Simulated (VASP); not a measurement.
# LuAgSe (P6_3mc) in VASP: single point with PBE

Aim: the single point of LuAgSe with PBE.

Everything below comes from runs of VASP 6.6.1. Logs are shortened: lines on timing, memory, paths and dates and some standing lists are left out, and cuts for length are marked.

## 1. The cell of the first run

Symmetry: P6_3mc, No. 186, hexagonal system. Conventional cell: a = 4.814 Å, b = 4.814 Å, c = 6.610 Å, α = 90.00°, β = 90.00°, γ = 120.00°. Se (site symmetry 3m) has 5 Ag at 2.78 to 3.32 Å and 6 Lu at 3.23 to 3.24 Å within 3.7 Å. Lu (site symmetry 3m) has 6 Se at 3.23 to 3.24 Å and 6 Ag at 3.23 to 3.24 Å and 2 Lu at 3.30 Å within 4.2 Å. Ag (site symmetry 3m) has 5 Se at 2.78 to 3.32 Å and 6 Lu at 3.23 to 3.24 Å within 3.7 Å.

## 2. Single point, PBE

Contents of INCAR:

```
ALGO = Normal
EDIFF = 1E-6
ENCUT = 600
GGA = PE
GGA_COMPAT = False
ISIF = 2
ISMEAR = 0
LASPH = True
LCHARG = True
LELF = True
LREAL = False
LVHAR = True
LWAVE = False
NBANDS = 51
NELM = 120
PREC = Accurate
SIGMA = 0.0906
```

Contents of KPOINTS:

```
k-points
0
Gamma
  9 9 5
```

Contents of POSCAR:

```
LuAgSe
1.0
    4.8142581132      0.0000000000      0.0000000000
   -2.4071290566      4.1692698264      0.0000000000
    0.0000000000      0.0000000000      6.6095516203
Se Lu Ag
2 2 2
Direct
    0.3333333333      0.6666666667      0.2389159686
    0.6666666667      0.3333333333      0.7389159686
    0.0000000000      0.0000000000     -0.0120857944
    0.0000000000      0.0000000000      0.4879142056
    0.3333333333      0.6666666667      0.7371698258
    0.6666666667      0.3333333333      0.2371698258
```

Potentials or basis: VASP PAW PBE potentials, release 64 (Se, Lu, Ag).

Command:

```
> cat potpaw_PBE.64/Se/POTCAR potpaw_PBE.64/Lu/POTCAR potpaw_PBE.64/Ag/POTCAR > POTCAR
> mpirun -np 1 vasp_std > vasp.out
```

OUTCAR:

```text
EDIFF = 1E-6
   ENCUT = 600
   GGA = PE
   ISIF = 2
   ISMEAR = 0
   LASPH = True
   LREAL = False
   NELM = 120
   PREC = Accurate

 ion  position               nearest neighbor table
   1  0.333  0.667  0.239-   6 2.78   6 2.78   6 2.78   4 3.23   4 3.23   4 3.23   3 3.24   3 3.24
                             3 3.24
   2  0.667  0.333  0.739-   5 2.78   5 2.78   5 2.78   3 3.23   3 3.23   3 3.23   4 3.24   4 3.24
                             4 3.24
   3  0.000  0.000  0.988-   2 3.23   2 3.23   2 3.23   6 3.23   6 3.23   6 3.23   5 3.24   5 3.24
                             5 3.24   1 3.24   1 3.24   1 3.24   4 3.30   4 3.30
   4  0.000  0.000  0.488-   1 3.23   1 3.23   1 3.23   5 3.23   5 3.23   5 3.23   6 3.24   6 3.24
                             6 3.24   2 3.24   2 3.24   2 3.24   3 3.30   3 3.30
   5  0.333  0.667  0.737-   2 2.78   2 2.78   2 2.78   4 3.23   4 3.23   4 3.23   3 3.24   3 3.24
                             3 3.24
   6  0.667  0.333  0.237-   1 2.78   1 2.78   1 2.78   3 3.23   3 3.23   3 3.23   4 3.24   4 3.24
                             4 3.24

  LATTYP: Found a hexagonal cell.
 ALAT       =     4.8142581132
 C/A-ratio  =     1.3729117685

  Lattice vectors:

 A1 = (   4.8142581132,   0.0000000000,   0.0000000000)
 A2 = (  -2.4071290566,   4.1692698264,   0.0000000000)
 A3 = (   0.0000000000,   0.0000000000,   6.6095516203)

Analysis of symmetry for initial positions (statically):
=====================================================================
 Subroutine PRICEL returns:
 Original cell was already a primitive cell.

 Routine SETGRP: Setting up the symmetry group for a
 hexagonal supercell.

 Subroutine GETGRP returns: Found 12 space group operations
 (whereof  6 operations were pure point group operations)
 out of a pool of 24 trial point group operations.

The static configuration has the point symmetry C_3v.
 The point group associated with its full space group is C_6v.

Analysis of symmetry for dynamics (positions and initial velocities):
=====================================================================
 Subroutine PRICEL returns:
 Original cell was already a primitive cell.

 Routine SETGRP: Setting up the symmetry group for a
 hexagonal supercell.

 Subroutine GETGRP returns: Found 12 space group operations
 (whereof  6 operations were pure point group operations)
 out of a pool of 24 trial point group operations.

The dynamic configuration has the point symmetry C_3v.
 The point group associated with its full space group is C_6v.

 Subroutine INISYM returns: Found 12 space group operations
 (whereof  6 operations are pure point group operations),
 and found     1 'primitive' translations

----------------------------------------------------------------------------------------

                                     Primitive cell

  volume of cell :     132.6665

  direct lattice vectors                    reciprocal lattice vectors
     4.814258113  0.000000000  0.000000000     0.207716324  0.119925076  0.000000000
    -2.407129057  4.169269826  0.000000000     0.000000000  0.239850152  0.000000000
     0.000000000  0.000000000  6.609551620     0.000000000  0.000000000  0.151296193

  length of vectors
     4.814258113  4.814258113  6.609551620     0.239850152  0.239850152  0.151296193

  position of ions in fractional coordinates (direct lattice)
     0.333333333  0.666666667  0.238915969
     0.666666667  0.333333333  0.738915969
     0.000000000  0.000000000  0.987914206
     0.000000000  0.000000000  0.487914206
     0.333333333  0.666666667  0.737169826
     0.666666667  0.333333333  0.237169826

  ion indices of the primitive-cell ions
   primitive index   ion index
                 1           1
                 2           2
                 3           3
                 4           4
                 5           5
                 6           6

----------------------------------------------------------------------------------------

 KPOINTS: k-points

Automatic generation of k-mesh.
 Grid dimensions read from file:
 generate k-points for:    9    9    5

 Generating k-lattice:

  Cartesian coordinates                     Fractional coordinates (reciprocal lattice)
     0.023079592  0.013325008  0.000000000     0.111111111  0.000000000  0.000000000
     0.000000000  0.026650017  0.000000000     0.000000000  0.111111111  0.000000000
     0.000000000  0.000000000  0.030259239     0.000000000  0.000000000  0.200000000

  Length of vectors
     0.026650017  0.026650017  0.030259239

  Shift w.r.t. Gamma in fractional coordinates (k-lattice)
     0.000000000  0.000000000  0.000000000

 Subroutine IBZKPT returns following result:
 ===========================================

 Found     36 irreducible k-points:

 Following reciprocal coordinates:
            Coordinates               Weight
  0.000000  0.000000  0.000000      1.000000
  0.111111  0.000000  0.000000      6.000000
  0.222222  0.000000  0.000000      6.000000
  0.333333  0.000000  0.000000      6.000000
  0.444444  0.000000  0.000000      6.000000
  0.111111  0.111111  0.000000      6.000000
[... 16 lines left out ...]
  0.333333  0.222222  0.200000     24.000000
  0.333333  0.333333  0.200000      4.000000
 [... further k-points ...]
   k-points           NKPTS =     36   k-points in BZ     NKDIM =     36   number of bands    NBANDS=     51
   number of dos      NEDOS =    301   number of ions     NIONS =      6
   total plane-waves  NPLWV =  86400
   dimension x,y,z NGX =    40 NGY =   40 NGZ =   54
   dimension x,y,z NGXF=    80 NGYF=   80 NGZF=  108
   ions per type =               2   2   2
   NGX,Y,Z   is equivalent  to a cutoff of  13.81, 13.81, 13.58 a.u.
   NGXF,Y,Z  is equivalent  to a cutoff of  27.63, 27.63, 27.16 a.u.
 SYSTEM =  unknown system
   PREC   = accura    normal or accurate (medium, high low for compatibility)
   ISTART =      0    job   : 0-new  1-cont  2-samecut
   ICHARG =      2    charge: 1-file 2-atom 10-const
   ISPIN  =      1    spin polarized calculation?
   LNONCOLLINEAR =      F non collinear calculations
   LSORBIT =      F    spin-orbit coupling
   LASPH  =      T    aspherical Exc in radial PAW
   ENCUT  =  600.0 eV  44.10 Ry    6.64 a.u.   9.62  9.62 13.20*2*pi/ulx,y,z
   NELM   =    120;   NELMIN=  2; NELMDL= -5     # of ELM steps
   EDIFF  = 0.1E-05   stopping-criterion for ELM
   LREAL  =      F    real-space projection
   EDIFFG = 0.1E-04   stopping-criterion for IOM
   NSW    =      0    number of steps for IOM
   IBRION =     -1    ionic relax: 0-MD 1-quasi-New 2-CG
   NFREE  =      0    steps in history (QN), initial steepest desc. (CG)
   ISIF   =      2    stress and relaxation
   ISYM   =      2    0-nonsym 1-usesym 2-fastsym
   POTIM  = 0.5000    time-step for ionic-motion
   TEBEG  =    0.0;   TEEND  =   0.0 temperature during run
   PSTRESS=    0.0 pullay stress
   NELECT =      84.0000    total number of electrons
   NUPDOWN=      -1.0000    fix difference up-down
   EMIN   =  10.00;   EMAX   =-10.00  energy-range for DOS
   EFERMI =   0.00;   METHOD = LEGACY
   ISMEAR =     0;   SIGMA  =   0.09  broadening in eV -4-tet -1-fermi 0-gaus
   EFERMI_NEDOS =   21; number of points for ismear=-14 and -15
   IALGO  =     38    algorithm
   IMIX   =      4    mixing-type and parameters
     AMIX     =   0.40;   BMIX     =  1.00
     AMIX_MAG =   1.60;   BMIX_MAG =  1.00
  volume/ion in A,a.u.               =      22.11       149.21
  Fermi-wavevector in a.u.,A,eV,Ry     =   1.405770  2.656519 26.887671  1.976188
  Thomas-Fermi vector in A             =   2.528197
   LORBIT       =      0    0 simple, 1 ext, 2 COOP (PROOUT), +10 PAW based schemes
   GGA     = PE    functional components
   LHFCALC =     F    Hartree Fock is set to
   AEXX    =    0.0000 exact exchange contribution
   IVDW    =     0    specifies the selected vdW correction
   LEPSILON=     F    determine dielectric tensor
   LRPA    =     F    only Hartree local field effects (RPA)
 non-spin polarized calculation
 Gauss-broadening in eV      SIGMA  =   0.09
  energy-cutoff  :      600.00
  volume of cell :      132.67
 maximum number of plane-waves:      4479
 NGX is ok and might be reduce to    40
   NGX = 19   NGY = 19   NGZ = 27

 number of electron      84.0000011 magnetization

 Free energy of the ion-electron system (eV)
  ---------------------------------------------------
  ext. energy  EPLUGINS =         0.00000000
  ---------------------------------------------------
  free energy    TOTEN  =       -23.88889990 eV

  energy without entropy =      -23.86645202  energy(sigma->0) =      -23.87767596

 E-fermi :   5.8602     XC(G=0): -10.9893

 val. band max:        5.8587974227   @ k =   0.2222   0.2222   0.4000
 cond. band min:       5.8623026840   @ k =   0.3333   0.2222   0.0000
 fundamental gap:      0.0035052612
 Fermi energy:         5.8602155775

 k-point     1 :       0.0000    0.0000    0.0000
  band No.  band energies     occupation
      1     -51.6012      2.00000
      2     -51.5839      2.00000
      3     -22.3196      2.00000
      4     -22.3196      2.00000
      5     -22.3189      2.00000
      6     -22.2762      2.00000
[... 43 lines left out ...]
     50       9.5284      0.00000
     51       9.5615      0.00000

 k-point     2 :       0.1111    0.0000    0.0000
  band No.  band energies     occupation
      1     -51.6011      2.00000
      2     -51.5839      2.00000
      3     -22.3212      2.00000
      4     -22.3199      2.00000
      5     -22.3184      2.00000
      6     -22.2772      2.00000
[... 43 lines left out ...]
     50       9.2308      0.00000
     51       9.4551      0.00000

 k-point     3 :       0.2222    0.0000    0.0000
  band No.  band energies     occupation
      1     -51.6011      2.00000
      2     -51.5838      2.00000
      3     -22.3255      2.00000
      4     -22.3207      2.00000
      5     -22.3171      2.00000
      6     -22.2799      2.00000
[... 43 lines left out ...]
     50       8.3753      0.00000
     51       9.4655      0.00000
[... 1027 lines left out ...]
 k-point    23 :       0.3333    0.2222    0.2000
  band No.  band energies     occupation
      1     -51.5994      2.00000
      2     -51.5854      2.00000
      3     -22.3269      2.00000
      4     -22.3215      2.00000
      5     -22.2885      2.00000
      6     -22.2851      2.00000
[... 43 lines left out ...]
     50       9.0660      0.00000
     51       9.1213      0.00000

 k-point    24 :       0.3333    0.3333    0.2000
  band No.  band energies     occupation
      1     -51.5994      2.00000
      2     -51.5854      2.00000
      3     -22.3247      2.00000
      4     -22.3247      2.00000
      5     -22.2872      2.00000
      6     -22.2872      2.00000
[... 43 lines left out ...]
     50       8.7634      0.00000
     51       9.1786      0.00000

 [... further k-points ...]
[... 5 lines left out ...]
  --------------------------------------------------------------------------------------
  -------------------------------------------------------------------------------------
  Total        0.0366328      0.0366328      0.0722194      0.0000000      0.0000000      0.0000000
  in kB        0.4424038      0.4424038      0.8721742      0.0000000      0.0000000      0.0000000
  external PRESSURE =       0.5856606 kB  Pullay stress =       0.0000000 kB

 VOLUME and BASIS-vectors are now :
 -----------------------------------------------------------------------------
  energy-cutoff  :      600.00
  volume of cell :      132.67
      direct lattice vectors                 reciprocal lattice vectors
     4.814258113  0.000000000  0.000000000     0.207716324  0.119925076  0.000000000
    -2.407129057  4.169269826  0.000000000     0.000000000  0.239850152  0.000000000
     0.000000000  0.000000000  6.609551620     0.000000000  0.000000000  0.151296193

 POSITION                                       TOTAL-FORCE (eV/Angst)
 -----------------------------------------------------------------------------------
     -0.00000      2.77951      1.57913         0.000000      0.000000     -0.004559
      2.40713      1.38976      4.88390        -0.000000      0.000000     -0.004559
      0.00000      0.00000      6.52967        -0.000000     -0.000000      0.000915
      0.00000      0.00000      3.22489         0.000000      0.000000      0.000915
     -0.00000      2.77951      4.87236         0.000000      0.000000      0.003643
      2.40713      1.38976      1.56759        -0.000000      0.000000      0.003643
 -----------------------------------------------------------------------------------
    total drift:                               -0.000000      0.000000      0.000866

  FREE ENERGIE OF THE ION-ELECTRON SYSTEM (eV)
  ---------------------------------------------------
  free  energy   TOTEN  =       -23.8888998978 eV

  energy  without entropy=      -23.8664520239  energy(sigma->0) =      -23.87767596
```

It took 6.1 min on 1 thread of Intel Xeon Platinum 8488C (Sapphire Rapids), shared host; peak memory 0.47 GiB.

Results:

```yaml
Free_energy: -23.8889 eV
Pressure: 0.1 GPa
Largest_force: 0.005 eV/Å
Band_gap_on_the_k_mesh: zero (band 42 reaches 6.28 eV, above the bottom of band 43 at 5.46 eV)
```

Forces in eV/Å, atoms in the order of the input:
```
Se   0.000  0.000 -0.005
Se   0.000  0.000 -0.005
Lu   0.000  0.000  0.001
Lu   0.000  0.000  0.001
Ag   0.000  0.000  0.004
Ag   0.000  0.000  0.004
```

Caveat: spin-orbit coupling is left out, which moves the levels of the heavy elements.
